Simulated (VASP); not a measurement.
# Al (Fm-3m) in VASP: settings compared

Al is run at these levels: RPBE, PBE, PBEsol; tasks: single point.

Everything below comes from runs of VASP 6.6.1. Logs are shortened: lines on timing, memory, paths and dates and some standing lists are left out, and cuts for length are marked.

## Step 1: The cell of the first run

It takes space group Fm-3m (No. 225, cubic). The conventional cell has a = 4.050 Å, b = 4.050 Å, c = 4.050 Å, α = 90.00°, β = 90.00°, γ = 90.00°. Al (site symmetry m-3m) has 12 Al at 2.86 Å within 3.8 Å.

## Step 2: Single point, RPBE, non-collinear spin, typed start

INCAR

```
SYSTEM = Al
PREC = Accurate
ENCUT = 520
EDIFF = 1E-7
ISMEAR = -1
SIGMA = 0.05
LREAL = .False.
LASPH = .True.
NELM = 150
ALGO = Normal
ISIF = 2
LWAVE = .False.
LCHARG = .True.
LNONCOLLINEAR = .True.
MAGMOM = 0.289 0.289 0.289
LORBIT = 11
GGA = RP
LVHAR = .True.
NBANDS = 14
```

KPOINTS

```
regular mesh
0
Gamma
  8 8 8
  0 0 0
```

POSCAR

```
Al
1.0
    0.0000000000      2.0248050000      2.0248050000
    2.0248050000      0.0000000000      2.0248050000
    2.0248050000      2.0248050000      0.0000000000
Al
1
Direct
    0.0000000000      0.0000000000      0.0000000000
```

Potentials or basis: VASP PAW PBE potentials, release 64 (Al).

On the command line:

```bash
$ cat potpaw_PBE.64/Al/POTCAR > POTCAR
$ mpirun -np 1 vasp_ncl > vasp.out
```

OUTCAR:

```text
SYSTEM = Al
   PREC = Accurate
   ENCUT = 520
   EDIFF = 1E-7
   ISMEAR = -1
   LREAL = .False.
   LASPH = .True.
   NELM = 150
   ISIF = 2
   LNONCOLLINEAR = .True.
   LORBIT = 11
   GGA = RP

 ion  position               nearest neighbor table
   1  0.000  0.000  0.000-

  LATTYP: Found a face centered cubic cell.
 ALAT       =     4.0496100000

  Lattice vectors:

 A1 = (   0.0000000000,   2.0248050000,   2.0248050000)
 A2 = (   2.0248050000,   0.0000000000,   2.0248050000)
 A3 = (   2.0248050000,   2.0248050000,   0.0000000000)

Analysis of symmetry for initial positions (statically):
=====================================================================
 Subroutine PRICEL returns:
 Original cell was already a primitive cell.

 Routine SETGRP: Setting up the symmetry group for a
 face centered cubic supercell.

 Subroutine GETGRP returns: Found 48 space group operations
[... 9 lines left out ...]

 Routine SETGRP: Setting up the symmetry group for a
 face centered cubic supercell.

 Subroutine GETGRP returns: Found 48 space group operations
 (whereof 48 operations were pure point group operations)
 out of a pool of 48 trial point group operations.

The dynamic configuration has the point symmetry O_h .

Analysis of structural, dynamic, and magnetic symmetry:
=====================================================================
 Subroutine PRICEL returns:
 Original cell was already a primitive cell.

 Routine SETGRP: Setting up the symmetry group for a
 face centered cubic supercell.

 Subroutine GETGRP returns: Found  6 space group operations
 (whereof  6 operations were pure point group operations)
 out of a pool of 48 trial point group operations.

The overall configuration has the point symmetry S_6 .

 Subroutine INISYM returns: Found  6 space group operations
 (whereof  6 operations are pure point group operations),
 and found     1 'primitive' translations

----------------------------------------------------------------------------------------

                                     Primitive cell

  volume of cell :      16.6027

  direct lattice vectors                    reciprocal lattice vectors
     0.000000000  2.024805000  2.024805000    -0.246937359  0.246937359  0.246937359
     2.024805000  0.000000000  2.024805000     0.246937359 -0.246937359  0.246937359
     2.024805000  2.024805000  0.000000000     0.246937359  0.246937359 -0.246937359

  length of vectors
     2.863506692  2.863506692  2.863506692     0.427708053  0.427708053  0.427708053
[... 98 lines left out ...]
     AMIX     =   0.40;   BMIX     =  1.00
     AMIX_MAG =   1.60;   BMIX_MAG =  1.00
  volume/ion in A,a.u.               =      16.60       112.04
  Fermi-wavevector in a.u.,A,eV,Ry     =   0.925526  1.748991 11.654733  0.856599
  Thomas-Fermi vector in A             =   2.051390
   LORBIT       =     11    0 simple, 1 ext, 2 COOP (PROOUT), +10 PAW based schemes
   GGA     = RP    functional components
   LHFCALC =     F    Hartree Fock is set to
   AEXX    =    0.0000 exact exchange contribution
   IVDW    =     0    specifies the selected vdW correction
   LEPSILON=     F    determine dielectric tensor
   LRPA    =     F    only Hartree local field effects (RPA)
  energy-cutoff  :      520.00
  volume of cell :       16.60
 maximum number of plane-waves:       918
 NGX is ok and might be reduce to    24
   NGX = 11   NGY = 11   NGZ = 11

 number of electron       3.0000000 magnetization       0.0000705      0.0000705      0.0000705

 number of electron       3.0000000 magnetization      -0.0000035     -0.0000035     -0.0000035

 Free energy of the ion-electron system (eV)
  ---------------------------------------------------
  ext. energy  EPLUGINS =         0.00000000
  ---------------------------------------------------
  free energy    TOTEN  =        -3.50407652 eV

  energy without entropy =       -3.49994522  energy(sigma->0) =       -3.50201087

 E-fermi :   8.0720     XC(G=0): -10.1170

 val. band max:        7.6993917298   @ k =   0.1250   0.3750  -0.2500
 cond. band min:       8.1656585423   @ k =   0.5000   0.2500   0.1250
 fundamental gap:      0.4662668125
 Fermi energy:         8.0720269736

 k-point     1 :       0.0000    0.0000    0.0000
  band No.  band energies     occupation
      1      -3.0637      1.00000
      2      -3.0637      1.00000
      3      20.5945      0.00000
      4      20.5945      0.00000
      5      20.5945      0.00000
      6      20.5946      0.00000
      7      20.5946      0.00000
      8      20.5946      0.00000
      9      22.1692      0.00000
     10      22.1692      0.00000
     11      22.1692      0.00000
     12      22.1692      0.00000
     13      22.1692      0.00000
     14      22.1692      0.00000
[... 377 lines left out ...]
      1       1.9274      1.00000
      2       1.9274      1.00000
      3       6.2349      1.00000
      4       6.2349      1.00000
      5      14.7310      0.00000
      6      14.7310      0.00000
      7      17.9873      0.00000
      8      17.9873      0.00000
      9      19.8344      0.00000
     10      19.8344      0.00000
     11      21.8834      0.00000
     12      21.8834      0.00000
     13      24.6918      0.00000
     14      24.6918      0.00000

 [... further k-points ...]
[... 5 lines left out ...]
  --------------------------------------------------------------------------------------
  -------------------------------------------------------------------------------------
  Total        0.0901796      0.0901796      0.0901796      0.0000001      0.0000001      0.0000001
  in kB        8.7024023      8.7024023      8.7024023      0.0000108      0.0000108      0.0000108
  external PRESSURE =       8.7024023 kB  Pullay stress =       0.0000000 kB

 VOLUME and BASIS-vectors are now :
 -----------------------------------------------------------------------------
  energy-cutoff  :      520.00
  volume of cell :       16.60
      direct lattice vectors                 reciprocal lattice vectors
     0.000000000  2.024805000  2.024805000    -0.246937359  0.246937359  0.246937359
     2.024805000  0.000000000  2.024805000     0.246937359 -0.246937359  0.246937359
     2.024805000  2.024805000  0.000000000     0.246937359  0.246937359 -0.246937359

 POSITION                                       TOTAL-FORCE (eV/Angst)
 -----------------------------------------------------------------------------------
      0.00000      0.00000      0.00000         0.000000      0.000000      0.000000
 -----------------------------------------------------------------------------------
    total drift:                                0.000000     -0.000000     -0.000000

  FREE ENERGIE OF THE ION-ELECTRON SYSTEM (eV)
  ---------------------------------------------------
  free  energy   TOTEN  =        -3.5040765235 eV

  energy  without entropy=       -3.4999452151  energy(sigma->0) =       -3.50201087

 total charge

# of ion       s       p       d       tot
------------------------------------------
    1        0.428   0.338   0.000   0.766

 magnetization (x)

# of ion       s       p       d       tot
------------------------------------------
    1        0.000  -0.000   0.000   0.000

 magnetization (y)

# of ion       s       p       d       tot
------------------------------------------
    1        0.000  -0.000   0.000   0.000

 magnetization (z)

# of ion       s       p       d       tot
------------------------------------------
    1        0.000  -0.000   0.000   0.000
```

stdout:

```text
POSCAR found type information on POSCAR Al
 POSCAR found :  1 types and       1 ions
 scaLAPACK will be used
 -----------------------------------------------------------------------------
|                                                                             |
|                                                                             |
|     You enforced a specific xc type in the INCAR file but a different       |
|     I HOPE YOU KNOW WHAT YOU ARE DOING!                                     |
|                                                                             |
 -----------------------------------------------------------------------------

 LDA part: xc-table for (Slater+PW92), standard interpolation
 POSCAR, INCAR and KPOINTS ok, starting setup
 FFT: planning ... GRIDC
 FFT: planning ... GRID_SOFT
 FFT: planning ... GRID
 WAVECAR not read
 entering main loop
```

Run time: 77 s. Hardware: 1 thread of Intel Xeon 6975P-C, shared host; peak memory 0.2 GiB.

What came out:

```yaml
Free_energy: -3.5041 eV
Pressure: 0.9 GPa
Band_gap_on_the_k_mesh: zero (band 3 reaches 20.59 eV, above the bottom of band 4 at 3.68 eV)
Net_moment: 0.00 μB per cell
Valence_electrons_inside_the_program's_atomic_spheres: Al 0.77
```

Moments on the atoms (μB; x, y, z):
```
Al  0.00 0.00 0.00
```

Caveat: the PAW data sets were made with another functional, which shifts forces and pressure a little.

(Continued in part 2 of 2.)
